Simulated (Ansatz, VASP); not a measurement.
# Two plane-wave programs on GaN

```
Ga N
1.0
     3.48224    0.00000    0.00000
     0.00000    3.48224    0.00000
     0.00000    0.00000    7.26094
Ga N
3 3
Direct
  0.50000 0.50000 0.06373
  0.00000 0.00000 0.54522
  0.50000 0.50000 0.71865
  0.00000 0.00000 0.27333
  0.00000 0.50000 0.19695
  0.50000 0.00000 0.19695
```

Alike in both runs: functional PBE; k mesh 10 × 10 × 6; occupations gaussian, width 0.1 eV; no spin polarisation.

Ansatz relaxed the structure, and its values are those at the end. VASP's run is a single point on that final structure, the one shown.

|  | VASP | Ansatz |
| --- | --- | --- |
| version | VASP 6.6.1 | Ansatz 0.2.0 |
| potentials or method | VASP PAW PBE potentials, release 64 (Ga_d, N), cutoff 520 eV | scalar-relativistic, plane waves, PAW |
| valence electrons in the cell | 54 | 54 |

VASP gave:

* gap on the k mesh at the Fermi level (eV): none
* pressure (GPa): 0.1
* rms of the force components (eV/Å): 0.007

Problem. Estimate Ansatz's values.

Solution. gap on the k mesh at the Fermi level (eV): none; pressure (GPa): 0.0; rms of the force components (eV/Å): 0.000.

A gap of «none» marks a metal or a gap that the smearing closes. With one functional, cell and mesh, what is left measures potentials, basis and numerics.
